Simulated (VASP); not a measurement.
# Ca2Ge2N (Cmmm) in VASP: a series of runs

The runs below take Ca2Ge2N through single point, with PBE.

All numbers are computed with VASP 6.6.1; they aren't measurements. Logs are shortened: lines on timing, memory, paths and dates and some standing lists are left out, and cuts for length are marked.

## (1) The cell of the first run

It takes space group Cmmm (No. 65, orthorhombic). Conventional cell: a = 4.127 Å, b = 14.034 Å, c = 3.612 Å, α = 90.00°, β = 90.00°, γ = 90.00°. Within 3.9 Å of Ca (site symmetry m2m) lie 6 Ge at 2.91 to 2.92 Å and 4 N at 3.32 Å and 5 Ca at 3.61 to 3.87 Å. Within 3.2 Å of Ge (site symmetry m2m) lie 2 Ge at 2.44 Å and 1 N at 2.85 Å and 6 Ca at 2.91 to 2.92 Å. Within 3.8 Å of N (site symmetry mmm) lie 2 Ge at 2.85 Å and 8 Ca at 3.32 Å and 2 N at 3.61 Å.

The cell was generated, and may not be a known phase.

## (2) Single point, PBE

INCAR

```
ALGO = Normal
EDIFF = 1E-6
ENCUT = 520
GGA = PE
ISIF = 2
ISMEAR = 0
LASPH = True
LCHARG = False
LREAL = False
LWAVE = False
NBANDS = 34
NELM = 100
PREC = Accurate
SIGMA = 0.1
```

KPOINTS

```
k-points
0
Gamma
  4 4 6
```

POSCAR

```
Ca2Ge2N
1.0
    2.0637385400     -7.0170373100      0.0000000000
    2.0637385400      7.0170373100      0.0000000000
    0.0000000000      0.0000000000      3.6124528800
Ca Ge N
2 2 1
Direct
    0.3666180800      0.6333819200      0.0000000000
    0.6333819200      0.3666180800      0.0000000000
    0.2033776000      0.7966224000      0.5000000000
    0.7966224000      0.2033776000      0.5000000000
    0.0000000000      0.0000000000      0.5000000000
```

Potentials or basis: VASP PAW PBE potentials, release 64 (Ca_sv, Ge_d, N).

Launch:

```bash
$ cat potpaw_PBE.64/Ca_sv/POTCAR potpaw_PBE.64/Ge_d/POTCAR potpaw_PBE.64/N/POTCAR > POTCAR
$ mpirun -np 1 vasp_std > vasp.out
```

OUTCAR:

```text
EDIFF = 1E-6
   ENCUT = 520
   GGA = PE
   ISIF = 2
   ISMEAR = 0
   LASPH = True
   LREAL = False
   NELM = 100
   PREC = Accurate

 ion  position               nearest neighbor table
   1  0.367  0.633  0.000-   4 2.91   4 2.91   4 2.91   4 2.91   3 2.92   3 2.92
   2  0.633  0.367  0.000-   3 2.91   3 2.91   3 2.91   3 2.91   4 2.92   4 2.92
   3  0.203  0.797  0.500-   4 2.44   4 2.44   2 2.91   2 2.91   2 2.91   2 2.91   1 2.92   1 2.92

   4  0.797  0.203  0.500-   3 2.44   3 2.44   1 2.91   1 2.91   1 2.91   1 2.91   2 2.92   2 2.92

   5  0.000  0.000  0.500-

  LATTYP: Found a base centered orthorhombic cell.
 ALAT       =     4.1274770800
 B/A-ratio  =     3.4001580985
 C/A-ratio  =     0.8752205791

  Lattice vectors:

 A1 = (   2.0637385400,  -7.0170373100,   0.0000000000)
 A2 = (   2.0637385400,   7.0170373100,   0.0000000000)
 A3 = (   0.0000000000,   0.0000000000,   3.6124528800)

Analysis of symmetry for initial positions (statically):
=====================================================================
 Subroutine PRICEL returns:
 Original cell was already a primitive cell.

 Routine SETGRP: Setting up the symmetry group for a
 base centered orthorhombic supercell.

 Subroutine GETGRP returns: Found  8 space group operations
 (whereof  8 operations were pure point group operations)
 out of a pool of  8 trial point group operations.

The static configuration has the point symmetry D_2h.

Analysis of symmetry for dynamics (positions and initial velocities):
=====================================================================
 Subroutine PRICEL returns:
 Original cell was already a primitive cell.

 Routine SETGRP: Setting up the symmetry group for a
 base centered orthorhombic supercell.

 Subroutine GETGRP returns: Found  8 space group operations
 (whereof  8 operations were pure point group operations)
 out of a pool of  8 trial point group operations.

The dynamic configuration has the point symmetry D_2h.

 Subroutine INISYM returns: Found  8 space group operations
 (whereof  8 operations are pure point group operations),
 and found     1 'primitive' translations

----------------------------------------------------------------------------------------

                                     Primitive cell

  volume of cell :     104.6262

  direct lattice vectors                    reciprocal lattice vectors
[... 94 lines left out ...]
   LREAL  =      F    real-space projection
   EDIFFG = 0.1E-04   stopping-criterion for IOM
   NSW    =      0    number of steps for IOM
   IBRION =     -1    ionic relax: 0-MD 1-quasi-New 2-CG
   NFREE  =      0    steps in history (QN), initial steepest desc. (CG)
   ISIF   =      2    stress and relaxation
   ISYM   =      2    0-nonsym 1-usesym 2-fastsym
   POTIM  = 0.5000    time-step for ionic-motion
   TEBEG  =    0.0;   TEEND  =   0.0 temperature during run
   PSTRESS=    0.0 pullay stress
   NELECT =      53.0000    total number of electrons
   NUPDOWN=      -1.0000    fix difference up-down
   EMIN   =  10.00;   EMAX   =-10.00  energy-range for DOS
   EFERMI =   0.00;   METHOD = LEGACY
   ISMEAR =     0;   SIGMA  =   0.10  broadening in eV -4-tet -1-fermi 0-gaus
   EFERMI_NEDOS =   21; number of points for ismear=-14 and -15
   IALGO  =     38    algorithm
   IMIX   =      4    mixing-type and parameters
     AMIX     =   0.40;   BMIX     =  1.00
     AMIX_MAG =   1.60;   BMIX_MAG =  1.00
  volume/ion in A,a.u.               =      20.93       141.21
  Fermi-wavevector in a.u.,A,eV,Ry     =   1.305028  2.466146 23.172064  1.703099
  Thomas-Fermi vector in A             =   2.435925
   LORBIT       =      0    0 simple, 1 ext, 2 COOP (PROOUT), +10 PAW based schemes
   GGA     = PE    functional components
   LHFCALC =     F    Hartree Fock is set to
   AEXX    =    0.0000 exact exchange contribution
   IVDW    =     0    specifies the selected vdW correction
   LEPSILON=     F    determine dielectric tensor
   LRPA    =     F    only Hartree local field effects (RPA)
 non-spin polarized calculation
 Gauss-broadening in eV      SIGMA  =   0.10
  energy-cutoff  :      520.00
  volume of cell :      104.63
 maximum number of plane-waves:      2834
   NGX = 27   NGY = 27   NGZ = 13

 number of electron      53.0000029 magnetization

 Free energy of the ion-electron system (eV)
  ---------------------------------------------------
  ext. energy  EPLUGINS =         0.00000000
  ---------------------------------------------------
  free energy    TOTEN  =       -19.54792899 eV

  energy without entropy =      -19.53737960  energy(sigma->0) =      -19.54265429

 E-fermi :   3.8992     XC(G=0):  -9.7978

 val. band max:        3.8771509229   @ k =   0.0000   0.0000   0.1667
 cond. band min:       3.9147100971   @ k =   0.2500   0.2500   0.1667
 fundamental gap:      0.0375591742
 Fermi energy:         3.8992450869

 k-point     1 :       0.0000    0.0000    0.0000
  band No.  band energies     occupation
      1     -36.7469      2.00000
      2     -36.7354      2.00000
      3     -20.6225      2.00000
      4     -20.5320      2.00000
      5     -20.5230      2.00000
      6     -20.4943      2.00000
[... 877 lines left out ...]
     33       8.7567      0.00000
     34       8.9477      0.00000

 [... further k-points ...]

------------------------ aborting loop because EDIFF is reached ----------------------------------------

  FORCE on cell =-STRESS in cart. coord.  units (eV):
  Direction    XX          YY          ZZ          XY          YZ          ZX
  --------------------------------------------------------------------------------------
  -------------------------------------------------------------------------------------
  Total        1.5359366     -2.2645299      6.4489380      0.0000000      0.0000000      0.0000000
  in kB       23.5203192    -34.6775178     98.7547823      0.0000000      0.0000000      0.0000000
  external PRESSURE =      29.1991946 kB  Pullay stress =       0.0000000 kB

 VOLUME and BASIS-vectors are now :
 -----------------------------------------------------------------------------
  energy-cutoff  :      520.00
  volume of cell :      104.63
      direct lattice vectors                 reciprocal lattice vectors
     2.063738540 -7.017037310  0.000000000     0.242278753 -0.071255143  0.000000000
     2.063738540  7.017037310  0.000000000     0.242278753  0.071255143  0.000000000
     0.000000000  0.000000000  3.612452880     0.000000000  0.000000000  0.276820220

 POSITION                                       TOTAL-FORCE (eV/Angst)
 -----------------------------------------------------------------------------------
      2.06374      1.87189      0.00000         0.000000     -2.563476      0.000000
      2.06374     -1.87189      0.00000         0.000000      2.563476      0.000000
      2.06374      4.16282      1.80623         0.000000      1.385873      0.000000
      2.06374     -4.16282      1.80623         0.000000     -1.385873      0.000000
      0.00000      0.00000      1.80623         0.000000      0.000000      0.000000
 -----------------------------------------------------------------------------------
    total drift:                               -0.000000     -0.000000      0.000000

  FREE ENERGIE OF THE ION-ELECTRON SYSTEM (eV)
  ---------------------------------------------------
  free  energy   TOTEN  =       -19.5479289854 eV

  energy  without entropy=      -19.5373796041  energy(sigma->0) =      -19.54265429
```

It took 3 min on 1 thread of Oxide Virtual Turin-like, shared host; peak memory 0.29 GiB.

What came out:

| Property | Result |
| --- | --- |
| Free energy | -19.5479 eV |
| Pressure | 2.9 GPa |
| Largest force | 2.563 eV/Å |
| Band gap on the k mesh | zero (an odd number of electrons rules out a gap without spin polarisation) |

Forces in eV/Å, atoms in the order of the input:
```
Ca   0.000 -2.563  0.000
Ca   0.000  2.563  0.000
Ge   0.000  1.386  0.000
Ge   0.000 -1.386  0.000
N    0.000  0.000  0.000
```

Caveat: the k points lie up to 0.40 Å⁻¹ apart, too coarse for converged energies and pressures of a metal; an odd number of electrons without spin polarisation forces a metal; a magnetic or distorted state may lie lower.

## (3) Single point, PBE

This run uses another cell than the first one, of the same volume but with other edges.

INCAR

```
PREC = Accurate
ENCUT = 520
EDIFF = 1E-6
ISMEAR = 0
SIGMA = 0.1
LREAL = False
LASPH = True
NELM = 80
ALGO = Normal
ISIF = 2
LWAVE = False
LCHARG = False
GGA = PE
NBANDS = 34
```

KPOINTS

```
regular mesh
0
Gamma
  4 4 6
```

POSCAR

```
Ca2Ge2N
1.0
    2.0782782274     -6.0387686509      0.0000000000
    2.0782782274      6.0387686509      0.0000000000
    0.0000000000      0.0000000000      4.1603059017
Ca Ge N
2 2 1
Direct
    0.3686899473      0.6313100527      0.0000000000
    0.6313100527      0.3686899473      0.0000000000
    0.1691977451      0.8308022549      0.5000000000
    0.8308022549      0.1691977451      0.5000000000
    0.0000000000      0.0000000000      0.5000000000
```

Potentials or basis: VASP PAW PBE potentials, release 64 (Ca_sv, Ge_d, N).

Launch:

```bash
$ cat potpaw_PBE.64/Ca_sv/POTCAR potpaw_PBE.64/Ge_d/POTCAR potpaw_PBE.64/N/POTCAR > POTCAR
$ mpirun -np 1 vasp_std > vasp.out
```

It took 3.7 min on 1 thread of Oxide Virtual Turin-like, shared host; peak memory 0.27 GiB.

Results (log left out):

```
Free energy            : -21.3131 eV
Pressure               : 0.2 GPa
Largest force          : 0.017 eV/Å
Band gap on the k mesh : zero (an odd number of electrons rules out a gap without spin polarisation)
```

Forces on the atoms (eV/Å):
```
Ca   0.000 -0.017  0.000
Ca   0.000  0.017  0.000
Ge   0.000 -0.006  0.000
Ge   0.000  0.006  0.000
N    0.000  0.000  0.000
```

Stress tensor (GPa, compression positive):
```
0.23 0.00 0.00
0.00 0.16 0.00
0.00 0.00 0.25
```

Levels at points of the mesh, in eV from the Fermi level:
| k point | band 24 | band 25 | band 26 | band 27 | band 28 | band 29 |
| --- | --- | --- | --- | --- | --- | --- |
| (0.00, 0.00, 0.00) | -1.13 | -1.07 | -0.19 | 0.14 | 1.15 | 1.30 |
| (0.50, 0.00, 0.00) | -2.47 | -1.87 | -0.45 | 0.52 | 0.83 | 1.57 |
| (0.50, 0.50, 0.00) | -2.18 | -0.70 | -0.32 | -0.07 | 1.08 | 1.36 |
| (0.00, 0.00, 0.50) | -1.57 | -1.55 | -1.27 | -0.39 | 1.16 | 2.09 |
| (0.50, 0.00, 0.50) | -2.83 | -1.93 | -1.00 | -0.99 | 1.43 | 1.83 |
| (0.50, 0.50, 0.50) | -3.56 | -2.85 | -0.04 | 0.07 | 1.02 | 2.12 |

Caveat: the k points lie up to 0.40 Å⁻¹ apart, too coarse for converged energies and pressures of a metal; an odd number of electrons without spin polarisation forces a metal; a magnetic or distorted state may lie lower.

## (4) Single point, PBE

This run uses another cell than the first one, of 20.79 Å³/atom.

INCAR

```
ALGO = Normal
EDIFF = 1E-7
ENCUT = 520
GGA = PE
ISIF = 2
ISMEAR = 0
LASPH = True
LCHARG = False
LREAL = False
LWAVE = False
NBANDS = 34
NELM = 80
PREC = Accurate
SIGMA = 0.1
```

KPOINTS

```
k-points
0
Gamma
  10 10 10
```

POSCAR

```
Ca2Ge2N
1.0
    2.0665863269     -6.0041507981      0.0000000000
    2.0665863269      6.0041507981      0.0000000000
    0.0000000000      0.0000000000      4.1887044811
Ca Ge N
2 2 1
Direct
    0.3686129881      0.6313870119      0.0000000000
    0.6313870119      0.3686129881      0.0000000000
    0.1699808419      0.8300191581      0.5000000000
    0.8300191581      0.1699808419      0.5000000000
    0.0000000000      0.0000000000      0.5000000000
```

Launch:

```bash
$ cat potpaw_PBE.64/Ca_sv/POTCAR potpaw_PBE.64/Ge_d/POTCAR potpaw_PBE.64/N/POTCAR > POTCAR
$ mpirun -np 1 vasp_std > vasp.out
```

Run time: 26 min. Hardware: 1 thread of Oxide Virtual Turin-like, shared host; peak memory 0.66 GiB.

Results (log left out):

| Item | Value |
| --- | --- |
| Free energy | -21.3431 eV |
| Pressure | 0.1 GPa |
| Largest force | 0.014 eV/Å |
| Band gap on the k mesh | zero (an odd number of electrons rules out a gap without spin polarisation) |

Forces in eV/Å, atoms in the order of the input:
```
Ca   0.000 -0.014  0.000
Ca   0.000  0.014  0.000
Ge   0.000 -0.010  0.000
Ge   0.000  0.010  0.000
N    0.000  0.000  0.000
```

Levels at points of the mesh, in eV from the Fermi level:
| k point | band 23 | band 24 | band 25 | band 26 | band 27 | band 28 | band 29 | band 30 | band 31 | band 32 |
| --- | --- | --- | --- | --- | --- | --- | --- | --- | --- | --- |
| (0.00, 0.00, 0.00) | -2.21 | -1.20 | -1.17 | -0.37 | -0.01 | 1.06 | 1.26 | 1.35 | 2.06 | 3.11 |
| (0.50, 0.00, 0.00) | -2.95 | -2.60 | -1.94 | -0.61 | 0.46 | 0.69 | 1.48 | 2.20 | 2.96 | 3.51 |
| (0.50, 0.50, 0.00) | -2.59 | -2.30 | -0.92 | -0.42 | -0.15 | 0.96 | 1.25 | 2.79 | 2.88 | 3.06 |
| (0.00, 0.00, 0.50) | -2.33 | -1.67 | -1.62 | -1.36 | -0.42 | 1.10 | 2.01 | 2.31 | 2.53 | 2.82 |
| (0.50, 0.00, 0.50) | -3.47 | -2.92 | -2.02 | -1.10 | -1.08 | 1.38 | 1.76 | 3.18 | 3.40 | 3.44 |
| (0.50, 0.50, 0.50) | -3.87 | -3.67 | -2.95 | -0.10 | -0.03 | 1.01 | 2.00 | 2.12 | 2.16 | 2.65 |

Caveat: an odd number of electrons without spin polarisation forces a metal; a magnetic or distorted state may lie lower.

## (5) Overview

| cell | k mesh | gap on the mesh (eV) | pressure (GPa) | largest force (eV/Å) |
| --- | --- | --- | --- | --- |
| a = 7.314, b = 7.314, c = 3.612 Å, angles 90.0, 90.0, 147.2°, 5 atoms, atomic positions A | 4 × 4 × 6 | none | 2.9 | 2.56 |
| a = 6.386, b = 6.386, c = 4.160 Å, angles 90.0, 90.0, 142.0°, 5 atoms, atomic positions B | 4 × 4 × 6 | none | 0.2 | 0.02 |
| a = 6.350, b = 6.350, c = 4.189 Å, angles 90.0, 90.0, 142.0°, 5 atoms, atomic positions C | 10 × 10 × 10 | none | 0.1 | 0.01 |

Alike in all rows: task single point; level PBE; potentials or basis VASP PAW PBE potentials, release 64 (Ca_sv, Ge_d, N); no spin polarisation; cutoff (eV) 520; smearing gaussian 0.1 eV.

Caveats: some runs use coarse meshes; an odd number of electrons without spin polarisation forces a metal; a magnetic or distorted state may lie lower.

Total energies depend on the potentials used, so only differences within one code and one set of settings carry meaning.

The gap in the log of VASP goes by the Fermi energy; the results here count the filled bands.